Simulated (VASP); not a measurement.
Set up this calculation in VASP 6.6.1, as the native input.

| Item | Value |
| --- | --- |
| Task | single point |
| Functional | PBE |
| Potentials or basis | VASP PAW PBE potentials, release 64 (Mn_pv, Fe, F) |
| Cutoff | 520 eV |
| k mesh | 8 × 8 × 8 |
| Occupations | gaussian, width 0.1 eV |
| Spin | collinear spin, ferromagnetic start |
| Starting moments | [4.38, 3.03, 3.03, 0.15, 0.15] μB |
| Dipole correction | no |
| Further INCAR settings | ALGO = Normal; EDIFF = 1e-06; NBANDS = 34 |

The structure of MnFe2F2 lies in POSCAR:

```
MnFe2F2
1.0
   -1.8032078270      1.8032078270      5.0732983971
    1.8032078270     -1.8032078270      5.0732983971
    1.8032078270      1.8032078270     -5.0732983971
Mn Fe F
1 2 2
Direct
    0.0000000000      0.0000000000      0.0000000000
    0.2500000000      0.7500000000      0.5000000000
    0.7500000000      0.2500000000      0.5000000000
    0.6167992465      0.6167992465      0.0000000000
    0.3832007535      0.3832007535      0.0000000000
```

One way to write it, as run:

INCAR

```
PREC     = Accurate       # precision mode
ENCUT    = 520            # plane-wave cutoff, eV
EDIFF    = 1E-6           # SCF threshold, eV
ISMEAR   = 0              # smearing method
SIGMA    = 0.1            # smearing width, eV
LREAL    = F              # projectors in reciprocal space
LASPH    = T              # aspherical terms in the spheres
NELM     = 150            # most SCF steps
ALGO     = Normal         # electronic algorithm
ISIF     = 2              # what is computed and relaxed
LWAVE    = F              # write WAVECAR
LCHARG   = F              # write CHGCAR
ISPIN    = 2              # spin polarisation
MAGMOM   = 4.38 3.03 3.03 0.15 0.15 # initial moments
LORBIT   = 11             # projections on sites
LMAXMIX  = 4              # l up to which the mixer works
GGA      = PE             # functional
NBANDS   = 34             # bands
```

KPOINTS

```
regular mesh
0
Gamma
  8 8 8
```

Potentials or basis: VASP PAW PBE potentials, release 64 (Mn_pv, Fe, F).

Launch:

```bash
$ cat potpaw_PBE.64/Mn_pv/POTCAR potpaw_PBE.64/Fe/POTCAR potpaw_PBE.64/F/POTCAR > POTCAR
$ mpirun -np 1 vasp_std > vasp.out
```

Results of the run:

| Property | Result |
| --- | --- |
| Pressure | -0.2 GPa |
| Net moment | 10.80 μB per cell |
| Site moments | Mn +4.20; Fe +3.03; F +0.12 μB |
| Valence electrons inside the program's atomic spheres | Mn 11.26; Fe 6.85; F 6.04 |

Caveat: the run started ferromagnetic, and an antiferromagnetic order may lie lower in energy.

Wall time 7.3 min on 1 thread of Intel(R) Xeon(R) Platinum 8488C (Sapphire Rapids) (shared host), peak memory 0.45 GiB.
